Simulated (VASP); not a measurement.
# SrCl2 (Fm-3m) in VASP: notebook, part 2 of 2

VASP 6.6.1. The steps go on from the part before.

**4. Single point, r2SCAN**

This run uses another cell than the first one, of 28.53 Å³/atom.

The input, POSCAR:

```
SrCl2
1.0
    0.0000000000      3.4976509425      3.4976509425
    3.4976509425      0.0000000000      3.4976509425
    3.4976509425      3.4976509425      0.0000000000
Sr Cl
1 2
Direct
    0.0000000000      0.0000000000      0.0000000000
    0.2500000000      0.2500000000      0.2500000000
    0.7500000000      0.7500000000      0.7500000000
```

The input, INCAR.step1:

```
SYSTEM = SrCl2
  PREC = Accurate
  ENCUT = 520
  ISMEAR = 0
  SIGMA = 0.01
  LREAL = .False.
  LASPH = .True.
  NELM = 80
  NBANDS = 19
  GGA = PE
  ALGO = Normal
  EDIFF = 1E-4
  LWAVE = .True.
  LCHARG = .False.
```

The input, INCAR.step2:

```
SYSTEM = SrCl2
  PREC = Accurate
  ENCUT = 520
  EDIFF = 1E-6
  ISMEAR = 0
  SIGMA = 0.01
  LREAL = .False.
  LASPH = .True.
  NELM = 80
  ALGO = Normal
  ISIF = 2
  LWAVE = .False.
  LCHARG = .False.
  METAGGA = R2SCAN
  LMIXTAU = .True.
  NBANDS = 19
  ISTART = 1
```

The input, KPOINTS:

```
regular mesh
0
Gamma
  6 6 6
  0 0 0
```

Potentials or basis: VASP PAW PBE potentials, release 64 (Sr_sv, Cl).

Run with:

```console
> cat potpaw_PBE.64/Sr_sv/POTCAR potpaw_PBE.64/Cl/POTCAR > POTCAR
> cp INCAR.step1 INCAR
> mpirun -np 1 vasp_std > vasp.out
> cp INCAR.step2 INCAR
> mpirun -np 1 vasp_std > vasp.out
```

OUTCAR:

```text
SYSTEM = SrCl2
   PREC = Accurate
   ENCUT = 520
   EDIFF = 1E-6
   ISMEAR = 0
   LREAL = .False.
   LASPH = .True.
   NELM = 80
   ISIF = 2
   METAGGA = R2SCAN
   ISTART = 1

 ion  position               nearest neighbor table
   1  0.000  0.000  0.000-   3 3.03   3 3.03   3 3.03   2 3.03   3 3.03   2 3.03   2 3.03   2 3.03

   2  0.250  0.250  0.250-   1 3.03   1 3.03   1 3.03   1 3.03
   3  0.750  0.750  0.750-   1 3.03   1 3.03   1 3.03   1 3.03

  LATTYP: Found a face centered cubic cell.
 ALAT       =     6.9953018850

  Lattice vectors:

 A1 = (   0.0000000000,   3.4976509425,   3.4976509425)
 A2 = (   3.4976509425,   0.0000000000,   3.4976509425)
 A3 = (   3.4976509425,   3.4976509425,   0.0000000000)

Analysis of symmetry for initial positions (statically):
=====================================================================
 Subroutine PRICEL returns:
 Original cell was already a primitive cell.

 Routine SETGRP: Setting up the symmetry group for a
 face centered cubic supercell.

 Subroutine GETGRP returns: Found 48 space group operations
 (whereof 48 operations were pure point group operations)
 out of a pool of 48 trial point group operations.

The static configuration has the point symmetry O_h .

Analysis of symmetry for dynamics (positions and initial velocities):
=====================================================================
 Subroutine PRICEL returns:
 Original cell was already a primitive cell.

 Routine SETGRP: Setting up the symmetry group for a
 face centered cubic supercell.

 Subroutine GETGRP returns: Found 48 space group operations
 (whereof 48 operations were pure point group operations)
 out of a pool of 48 trial point group operations.

The dynamic configuration has the point symmetry O_h .

 Subroutine INISYM returns: Found 48 space group operations
 (whereof 48 operations are pure point group operations),
 and found     1 'primitive' translations

----------------------------------------------------------------------------------------

                                     Primitive cell

  volume of cell :      85.5775

  direct lattice vectors                    reciprocal lattice vectors
     0.000000000  3.497650942  3.497650942    -0.142953087  0.142953087  0.142953087
     3.497650942  0.000000000  3.497650942     0.142953087 -0.142953087  0.142953087
     3.497650942  3.497650942  0.000000000     0.142953087  0.142953087 -0.142953087

  length of vectors
     4.946425399  4.946425399  4.946425399     0.247602010  0.247602010  0.247602010

  position of ions in fractional coordinates (direct lattice)
     0.000000000  0.000000000  0.000000000
     0.250000000  0.250000000  0.250000000
     0.750000000  0.750000000  0.750000000

  ion indices of the primitive-cell ions
   primitive index   ion index
                 1           1
                 2           2
                 3           3

----------------------------------------------------------------------------------------

 KPOINTS: regular mesh

Automatic generation of k-mesh.
 Grid dimensions read from file:
 generate k-points for:    6    6    6

 Generating k-lattice:

  Cartesian coordinates                     Fractional coordinates (reciprocal lattice)
    -0.023825515  0.023825515  0.023825515     0.166666667  0.000000000  0.000000000
     0.023825515 -0.023825515  0.023825515     0.000000000  0.166666667  0.000000000
     0.023825515  0.023825515 -0.023825515     0.000000000  0.000000000  0.166666667

  Length of vectors
     0.041267002  0.041267002  0.041267002

  Shift w.r.t. Gamma in fractional coordinates (k-lattice)
     0.000000000  0.000000000  0.000000000

 Subroutine IBZKPT returns following result:
 ===========================================

 Found     16 irreducible k-points:

 Following reciprocal coordinates:
            Coordinates               Weight
  0.000000  0.000000  0.000000      1.000000
  0.166667  0.000000  0.000000      8.000000
  0.333333  0.000000  0.000000      8.000000
  0.500000  0.000000  0.000000      4.000000
  0.166667  0.166667  0.000000      6.000000
  0.333333  0.166667  0.000000     24.000000
[... 8 lines left out ...]
 -0.333333  0.333333  0.166667     24.000000
 -0.333333  0.500000  0.166667     12.000000
   k-points           NKPTS =     16   k-points in BZ     NKDIM =     16   number of bands    NBANDS=     19
   number of dos      NEDOS =    301   number of ions     NIONS =      3
   total plane-waves  NPLWV =  64000
   dimension x,y,z NGX =    40 NGY =   40 NGZ =   40
   dimension x,y,z NGXF=    80 NGYF=   80 NGZF=   80
   ions per type =               1   2
   NGX,Y,Z   is equivalent  to a cutoff of  13.44, 13.44, 13.44 a.u.
   NGXF,Y,Z  is equivalent  to a cutoff of  26.89, 26.89, 26.89 a.u.
 SYSTEM =  SrCl2
   PREC   = accura    normal or accurate (medium, high low for compatibility)
   ISTART =      1    job   : 0-new  1-cont  2-samecut
   ICHARG =      0    charge: 1-file 2-atom 10-const
   ISPIN  =      1    spin polarized calculation?
   LNONCOLLINEAR =      F non collinear calculations
   LSORBIT =      F    spin-orbit coupling
   LASPH  =      T    aspherical Exc in radial PAW
   ENCUT  =  520.0 eV  38.22 Ry    6.18 a.u.   9.20  9.20  9.20*2*pi/ulx,y,z
   NELM   =     80;   NELMIN=  2; NELMDL=  0     # of ELM steps
   EDIFF  = 0.1E-05   stopping-criterion for ELM
   LREAL  =      F    real-space projection
   EDIFFG = 0.1E-04   stopping-criterion for IOM
   NSW    =      0    number of steps for IOM
   IBRION =     -1    ionic relax: 0-MD 1-quasi-New 2-CG
   NFREE  =      0    steps in history (QN), initial steepest desc. (CG)
   ISIF   =      2    stress and relaxation
   ISYM   =      2    0-nonsym 1-usesym 2-fastsym
   POTIM  = 0.5000    time-step for ionic-motion
   TEBEG  =    0.0;   TEEND  =   0.0 temperature during run
   PSTRESS=    0.0 pullay stress
   NELECT =      24.0000    total number of electrons
   NUPDOWN=      -1.0000    fix difference up-down
   EMIN   =  10.00;   EMAX   =-10.00  energy-range for DOS
   EFERMI =   0.00;   METHOD = LEGACY
   ISMEAR =     0;   SIGMA  =   0.01  broadening in eV -4-tet -1-fermi 0-gaus
   EFERMI_NEDOS =   21; number of points for ismear=-14 and -15
   IALGO  =     38    algorithm
   IMIX   =      4    mixing-type and parameters
     AMIX     =   0.40;   BMIX     =  1.00
     AMIX_MAG =   1.60;   BMIX_MAG =  1.00
  volume/ion in A,a.u.               =      28.53       192.50
  Fermi-wavevector in a.u.,A,eV,Ry     =   1.071582  2.024997 15.623409  1.148288
  Thomas-Fermi vector in A             =   2.207327
   LORBIT       =      0    0 simple, 1 ext, 2 COOP (PROOUT), +10 PAW based schemes
   METAGGA = R2SCAN    functional components
   LHFCALC =     F    Hartree Fock is set to
   AEXX    =    0.0000 exact exchange contribution
   IVDW    =     0    specifies the selected vdW correction
   LEPSILON=     F    determine dielectric tensor
   LRPA    =     F    only Hartree local field effects (RPA)
 non-spin polarized calculation
 Gauss-broadening in eV      SIGMA  =   0.01
  energy-cutoff  :      520.00
  volume of cell :       85.58
 maximum number of plane-waves:      2332
 NGX is ok and might be reduce to    40
   NGX = 19   NGY = 19   NGZ = 19

 number of electron      24.0000002 magnetization

 Free energy of the ion-electron system (eV)
  ---------------------------------------------------
  ext. energy  EPLUGINS =         0.00000000
  ---------------------------------------------------
  free energy    TOTEN  =       -35.69703127 eV

  energy without entropy =      -35.69703127  energy(sigma->0) =      -35.69703127

 E-fermi :  -0.2077     XC(G=0):  -8.7306

 val. band max:       -0.2731288278   @ k =   0.5000   0.5000   0.0000
 cond. band min:       5.6639131434   @ k =   0.0000   0.0000   0.0000
 fundamental gap:      5.9370419712
 Fermi energy:        -0.2076906455

 k-point     1 :       0.0000    0.0000    0.0000
  band No.  band energies     occupation
      1     -34.2497      2.00000
      2     -15.6163      2.00000
      3     -15.6162      2.00000
      4     -15.6162      2.00000
      5     -14.1356      2.00000
      6     -13.2772      2.00000
[... 11 lines left out ...]
     18       9.3377      0.00000
     19       9.7474      0.00000
[... 313 lines left out ...]
      3     -15.7389      2.00000
      4     -15.6479      2.00000
      5     -13.5200      2.00000
      6     -13.4098      2.00000
[... 11 lines left out ...]
     18      10.0915      0.00000
     19      10.4537      0.00000

------------------------ aborting loop because EDIFF is reached ----------------------------------------

  FORCE on cell =-STRESS in cart. coord.  units (eV):
  Direction    XX          YY          ZZ          XY          YZ          ZX
  --------------------------------------------------------------------------------------
  -------------------------------------------------------------------------------------
  Total        0.0121301      0.0121301      0.0121301      0.0000000     -0.0000000      0.0000000
  in kB        0.2270992      0.2270992      0.2270992      0.0000000     -0.0000000      0.0000000
  external PRESSURE =       0.2270992 kB  Pullay stress =       0.0000000 kB

 VOLUME and BASIS-vectors are now :
 -----------------------------------------------------------------------------
  energy-cutoff  :      520.00
  volume of cell :       85.58
      direct lattice vectors                 reciprocal lattice vectors
     0.000000000  3.497650942  3.497650942    -0.142953087  0.142953087  0.142953087
     3.497650942  0.000000000  3.497650942     0.142953087 -0.142953087  0.142953087
     3.497650942  3.497650942  0.000000000     0.142953087  0.142953087 -0.142953087

 POSITION                                       TOTAL-FORCE (eV/Angst)
 -----------------------------------------------------------------------------------
      0.00000      0.00000      0.00000        -0.000000     -0.000000      0.000000
      1.74883      1.74883      1.74883         0.000000      0.000000     -0.000000
      5.24648      5.24648      5.24648        -0.000000     -0.000000      0.000000
 -----------------------------------------------------------------------------------
    total drift:                               -0.000000     -0.000000      0.000000

  FREE ENERGIE OF THE ION-ELECTRON SYSTEM (eV)
  ---------------------------------------------------
  free  energy   TOTEN  =       -35.6970312717 eV

  energy  without entropy=      -35.6970312717  energy(sigma->0) =      -35.69703127
```

Run time: 2.6 min. Hardware: 1 thread of Intel Xeon 8259CL, shared host; peak memory 0.26 GiB.

Results:

- Free energy: -35.6970 eV
- Pressure: 0.0 GPa
- Band gap on the k mesh: 5.94 eV (least direct gap 5.99 eV)

Levels at points of the mesh, in eV from the valence-band top:
```tsv
k point	band 9	band 10	band 11	band 12	band 13	band 14	band 15	band 16
(0.00, 0.00, 0.00)	-2.12	-0.35	-0.35	-0.35	5.94	6.69	6.69	9.61
(0.50, 0.00, 0.00)	-1.47	-1.33	-1.06	-1.06	7.29	7.29	8.22	8.23
(0.50, 0.50, 0.00)	-1.90	-0.39	-0.39	0.00	5.99	7.77	8.20	8.68
```

Caveat: the PAW data sets were made with another functional, which shifts forces and pressure a little.
